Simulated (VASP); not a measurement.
# CaSe (Fm-3m) in VASP: single point with LDA

Aim: the single point of CaSe with LDA.

All numbers are computed with VASP 6.6.1; they aren't measurements. Logs are shortened: lines on timing, memory, paths and dates and some standing lists are left out, and cuts for length are marked.

**1. The cell of the first run**

Symmetry: Fm-3m, No. 225, cubic system. Conventional cell: a = 5.790 Å, b = 5.790 Å, c = 5.790 Å, α = 90.00°, β = 90.00°, γ = 90.00°. Within 3.8 Å of Ca (site symmetry m-3m) lie 6 Se at 2.90 Å. Within 3.8 Å of Se (site symmetry m-3m) lie 6 Ca at 2.90 Å.

**2. Single point, LDA**

INCAR

```
SYSTEM = CaSe
PREC = Accurate
ENCUT = 500
EDIFF = 1E-6
ISMEAR = 0
SIGMA = 0.02
LREAL = .False.
LASPH = .True.
NELM = 120
ALGO = Normal
ISIF = 2
LWAVE = .False.
LCHARG = .False.
GGA = CA
NBANDS = 15
GGA_COMPAT = .False.
```

KPOINTS

```
Automatic mesh
0
Gamma
  8 8 8
  0 0 0
```

POSCAR

```
CaSe
1.0
    0.0000000000      2.8951827290      2.8951827290
    2.8951827290      0.0000000000      2.8951827290
    2.8951827290      2.8951827290      0.0000000000
Ca Se
1 1
Direct
    0.0000000000      0.0000000000      0.0000000000
    0.5000000000      0.5000000000      0.5000000000
```

Potentials or basis: VASP PAW LDA potentials, release 64 (Ca_sv, Se).

Command:

```bash
> cat potpaw_LDA.64/Ca_sv/POTCAR potpaw_LDA.64/Se/POTCAR > POTCAR
> mpirun -np 1 vasp_std > vasp.out
```

OUTCAR:

```text
SYSTEM = CaSe
   PREC = Accurate
   ENCUT = 500
   EDIFF = 1E-6
   ISMEAR = 0
   LREAL = .False.
   LASPH = .True.
   NELM = 120
   ISIF = 2
   GGA = CA

 ion  position               nearest neighbor table
   1  0.000  0.000  0.000-   2 2.90   2 2.90   2 2.90   2 2.90   2 2.90   2 2.90
   2  0.500  0.500  0.500-   1 2.90   1 2.90   1 2.90   1 2.90   1 2.90   1 2.90

  LATTYP: Found a face centered cubic cell.
 ALAT       =     5.7903654580

  Lattice vectors:

 A1 = (   0.0000000000,   2.8951827290,   2.8951827290)
 A2 = (   2.8951827290,   0.0000000000,   2.8951827290)
 A3 = (   2.8951827290,   2.8951827290,   0.0000000000)

Analysis of symmetry for initial positions (statically):
=====================================================================
 Subroutine PRICEL returns:
 Original cell was already a primitive cell.

 Routine SETGRP: Setting up the symmetry group for a
 face centered cubic supercell.

 Subroutine GETGRP returns: Found 48 space group operations
 (whereof 48 operations were pure point group operations)
 out of a pool of 48 trial point group operations.

The static configuration has the point symmetry O_h .

Analysis of symmetry for dynamics (positions and initial velocities):
=====================================================================
 Subroutine PRICEL returns:
 Original cell was already a primitive cell.

 Routine SETGRP: Setting up the symmetry group for a
 face centered cubic supercell.

 Subroutine GETGRP returns: Found 48 space group operations
 (whereof 48 operations were pure point group operations)
 out of a pool of 48 trial point group operations.

The dynamic configuration has the point symmetry O_h .

 Subroutine INISYM returns: Found 48 space group operations
 (whereof 48 operations are pure point group operations),
 and found     1 'primitive' translations

----------------------------------------------------------------------------------------

                                     Primitive cell

  volume of cell :      48.5353

  direct lattice vectors                    reciprocal lattice vectors
     0.000000000  2.895182729  2.895182729    -0.172700671  0.172700671  0.172700671
     2.895182729  0.000000000  2.895182729     0.172700671 -0.172700671  0.172700671
     2.895182729  2.895182729  0.000000000     0.172700671  0.172700671 -0.172700671

  length of vectors
     4.094406681  4.094406681  4.094406681     0.299126337  0.299126337  0.299126337

  position of ions in fractional coordinates (direct lattice)
     0.000000000  0.000000000  0.000000000
     0.500000000  0.500000000  0.500000000

  ion indices of the primitive-cell ions
   primitive index   ion index
                 1           1
                 2           2

----------------------------------------------------------------------------------------

 KPOINTS: Automatic mesh

Automatic generation of k-mesh.
 Grid dimensions read from file:
 generate k-points for:    8    8    8

 Generating k-lattice:

  Cartesian coordinates                     Fractional coordinates (reciprocal lattice)
    -0.021587584  0.021587584  0.021587584     0.125000000  0.000000000  0.000000000
     0.021587584 -0.021587584  0.021587584     0.000000000  0.125000000  0.000000000
     0.021587584  0.021587584 -0.021587584     0.000000000  0.000000000  0.125000000

  Length of vectors
     0.037390792  0.037390792  0.037390792

  Shift w.r.t. Gamma in fractional coordinates (k-lattice)
     0.000000000  0.000000000  0.000000000

 Subroutine IBZKPT returns following result:
 ===========================================

 Found     29 irreducible k-points:

 Following reciprocal coordinates:
            Coordinates               Weight
  0.000000  0.000000  0.000000      1.000000
  0.125000  0.000000  0.000000      8.000000
  0.250000  0.000000  0.000000      8.000000
  0.375000  0.000000  0.000000      8.000000
  0.500000  0.000000  0.000000      4.000000
  0.125000  0.125000  0.000000      6.000000
[... 16 lines left out ...]
  0.500000  0.250000  0.125000     48.000000
 -0.375000  0.250000  0.125000     24.000000
 [... further k-points ...]
   k-points           NKPTS =     29   k-points in BZ     NKDIM =     29   number of bands    NBANDS=     15
   number of dos      NEDOS =    301   number of ions     NIONS =      2
   total plane-waves  NPLWV =  27000
   dimension x,y,z NGX =    30 NGY =   30 NGZ =   30
   dimension x,y,z NGXF=    60 NGYF=   60 NGZF=   60
   ions per type =               1   1
   NGX,Y,Z   is equivalent  to a cutoff of  12.18, 12.18, 12.18 a.u.
   NGXF,Y,Z  is equivalent  to a cutoff of  24.36, 24.36, 24.36 a.u.
 SYSTEM =  CaSe
   PREC   = accura    normal or accurate (medium, high low for compatibility)
   ISTART =      0    job   : 0-new  1-cont  2-samecut
   ICHARG =      2    charge: 1-file 2-atom 10-const
   ISPIN  =      1    spin polarized calculation?
   LNONCOLLINEAR =      F non collinear calculations
   LSORBIT =      F    spin-orbit coupling
   LASPH  =      T    aspherical Exc in radial PAW
   ENCUT  =  500.0 eV  36.75 Ry    6.06 a.u.   7.47  7.47  7.47*2*pi/ulx,y,z
   NELM   =    120;   NELMIN=  2; NELMDL= -5     # of ELM steps
   EDIFF  = 0.1E-05   stopping-criterion for ELM
   LREAL  =      F    real-space projection
   EDIFFG = 0.1E-04   stopping-criterion for IOM
   NSW    =      0    number of steps for IOM
   IBRION =     -1    ionic relax: 0-MD 1-quasi-New 2-CG
   NFREE  =      0    steps in history (QN), initial steepest desc. (CG)
   ISIF   =      2    stress and relaxation
   ISYM   =      2    0-nonsym 1-usesym 2-fastsym
   POTIM  = 0.5000    time-step for ionic-motion
   TEBEG  =    0.0;   TEEND  =   0.0 temperature during run
   PSTRESS=    0.0 pullay stress
   NELECT =      16.0000    total number of electrons
   NUPDOWN=      -1.0000    fix difference up-down
   EMIN   =  10.00;   EMAX   =-10.00  energy-range for DOS
   EFERMI =   0.00;   METHOD = LEGACY
   ISMEAR =     0;   SIGMA  =   0.02  broadening in eV -4-tet -1-fermi 0-gaus
   EFERMI_NEDOS =   21; number of points for ismear=-14 and -15
   IALGO  =     38    algorithm
   IMIX   =      4    mixing-type and parameters
     AMIX     =   0.40;   BMIX     =  1.00
     AMIX_MAG =   1.60;   BMIX_MAG =  1.00
  volume/ion in A,a.u.               =      24.27       163.77
  Fermi-wavevector in a.u.,A,eV,Ry     =   1.130912  2.137114 17.401337  1.278962
  Thomas-Fermi vector in A             =   2.267610
   LORBIT       =      0    0 simple, 1 ext, 2 COOP (PROOUT), +10 PAW based schemes
   GGA     = CA    functional components
   LHFCALC =     F    Hartree Fock is set to
   AEXX    =    0.0000 exact exchange contribution
   IVDW    =     0    specifies the selected vdW correction
   LEPSILON=     F    determine dielectric tensor
   LRPA    =     F    only Hartree local field effects (RPA)
 non-spin polarized calculation
 Gauss-broadening in eV      SIGMA  =   0.02
  energy-cutoff  :      500.00
  volume of cell :       48.54
 maximum number of plane-waves:      1249
 NGX is ok and might be reduce to    30
   NGX = 15   NGY = 15   NGZ = 15

 number of electron      15.9999999 magnetization

 Free energy of the ion-electron system (eV)
  ---------------------------------------------------
  ext. energy  EPLUGINS =         0.00000000
  ---------------------------------------------------
  free energy    TOTEN  =       -10.58342358 eV

  energy without entropy =      -10.58342358  energy(sigma->0) =      -10.58342358

 E-fermi :   3.0325     XC(G=0):  -9.7678

 val. band max:        2.8196310881   @ k =   0.0000   0.0000   0.0000
 cond. band min:       4.5147285994   @ k =   0.5000   0.5000   0.0000
 fundamental gap:      1.6950975113
 Fermi energy:         3.0324979469

 k-point     1 :       0.0000    0.0000    0.0000
  band No.  band energies     occupation
      1     -36.2769      2.00000
      2     -17.5801      2.00000
      3     -17.5801      2.00000
      4     -17.5801      2.00000
      5      -9.2512      2.00000
      6       2.8196      2.00000
      7       2.8196      2.00000
      8       2.8196      2.00000
      9       6.2827      0.00000
     10       6.3289      0.00000
     11       6.3289      0.00000
     12       6.3289      0.00000
     13       7.0051      0.00000
     14       7.0051      0.00000
     15      12.4725      0.00000

 k-point     2 :       0.1250    0.0000    0.0000
  band No.  band energies     occupation
      1     -36.2754      2.00000
      2     -17.6052      2.00000
      3     -17.5816      2.00000
      4     -17.5816      2.00000
      5      -9.1398      2.00000
      6       1.9734      2.00000
      7       2.5339      2.00000
      8       2.5339      2.00000
      9       6.3088      0.00000
     10       6.5627      0.00000
     11       6.5627      0.00000
     12       7.2578      0.00000
     13       7.4687      0.00000
     14       7.4687      0.00000
     15      12.7573      0.00000

 k-point     3 :       0.2500    0.0000    0.0000
  band No.  band energies     occupation
      1     -36.2717      2.00000
      2     -17.6647      2.00000
      3     -17.5853      2.00000
      4     -17.5853      2.00000
      5      -8.8566      2.00000
      6       0.6248      2.00000
      7       2.0028      2.00000
      8       2.0028      2.00000
      9       6.4196      0.00000
     10       7.1289      0.00000
     11       7.1289      0.00000
     12       8.5802      0.00000
     13       8.5802      0.00000
     14       8.7571      0.00000
     15      12.4487      0.00000

 k-point     4 :       0.3750    0.0000    0.0000
  band No.  band energies     occupation
      1     -36.2679      2.00000
      2     -17.7226      2.00000
      3     -17.5889      2.00000
      4     -17.5889      2.00000
      5      -8.5472      2.00000
      6      -0.3965      2.00000
      7       1.5926      2.00000
      8       1.5926      2.00000
      9       6.8321      0.00000
     10       7.8741      0.00000
     11       7.8741      0.00000
     12       8.9094      0.00000
     13       9.7933      0.00000
     14       9.7933      0.00000
     15      12.0399      0.00000
[... 307 lines left out ...]
 k-point    22 :       0.3750    0.2500    0.1250
  band No.  band energies     occupation
      1     -36.2689      2.00000
      2     -17.6730      2.00000
      3     -17.6116      2.00000
      4     -17.5922      2.00000
      5      -8.7195      2.00000
      6       0.2794      2.00000
      7       1.7465      2.00000
      8       1.7883      2.00000
      9       6.0379      0.00000
     10       7.5156      0.00000
     11       7.9546      0.00000
     12       8.0007      0.00000
     13       8.7642      0.00000
     14      10.6232      0.00000
     15      11.7346      0.00000

 k-point    23 :       0.5000    0.2500    0.1250
  band No.  band energies     occupation
      1     -36.2659      2.00000
      2     -17.7017      2.00000
      3     -17.6237      2.00000
      4     -17.5989      2.00000
      5      -8.5260      2.00000
      6      -0.1244      2.00000
      7       1.2222      2.00000
      8       1.5228      2.00000
      9       6.5617      0.00000
     10       8.0491      0.00000
     11       8.3309      0.00000
     12       8.5302      0.00000
     13       9.0513      0.00000
     14      10.8229      0.00000
     15      11.1212      0.00000

 k-point    24 :      -0.3750    0.2500    0.1250
  band No.  band energies     occupation
      1     -36.2646      2.00000
      2     -17.7142      2.00000
      3     -17.6262      2.00000
      4     -17.6034      2.00000
      5      -8.4430      2.00000
      6      -0.2777      2.00000
      7       1.0133      2.00000
      8       1.4238      2.00000
      9       7.2177      0.00000
     10       7.5028      0.00000
     11       8.5629      0.00000
     12       8.9341      0.00000
     13       9.3037      0.00000
     14      10.2021      0.00000
     15      11.7698      0.00000

 [... further k-points ...]

------------------------ aborting loop because EDIFF is reached ----------------------------------------

  FORCE on cell =-STRESS in cart. coord.  units (eV):
  Direction    XX          YY          ZZ          XY          YZ          ZX
  --------------------------------------------------------------------------------------
  -------------------------------------------------------------------------------------
  Total        0.0951317      0.0951317      0.0951317     -0.0000000     -0.0000000     -0.0000000
  in kB        3.1403481      3.1403481      3.1403481     -0.0000000     -0.0000000     -0.0000000
  external PRESSURE =       3.1403481 kB  Pullay stress =       0.0000000 kB

 VOLUME and BASIS-vectors are now :
 -----------------------------------------------------------------------------
  energy-cutoff  :      500.00
  volume of cell :       48.54
      direct lattice vectors                 reciprocal lattice vectors
     0.000000000  2.895182729  2.895182729    -0.172700671  0.172700671  0.172700671
     2.895182729  0.000000000  2.895182729     0.172700671 -0.172700671  0.172700671
     2.895182729  2.895182729  0.000000000     0.172700671  0.172700671 -0.172700671

 POSITION                                       TOTAL-FORCE (eV/Angst)
 -----------------------------------------------------------------------------------
      0.00000      0.00000      0.00000         0.000000      0.000000     -0.000000
      2.89518      2.89518      2.89518        -0.000000     -0.000000      0.000000
 -----------------------------------------------------------------------------------
    total drift:                               -0.000000      0.000000      0.000000

  FREE ENERGIE OF THE ION-ELECTRON SYSTEM (eV)
  ---------------------------------------------------
  free  energy   TOTEN  =       -10.5834235801 eV

  energy  without entropy=      -10.5834235801  energy(sigma->0) =      -10.58342358
```

It took 16 s on 1 thread of Intel Xeon 8259CL, shared host; peak memory 0.16 GiB.

What came out:

| Property | Result |
| --- | --- |
| Free energy | -10.5834 eV |
| Pressure | 0.3 GPa |
| Band gap on the k mesh | 1.70 eV (least direct gap 2.70 eV) |
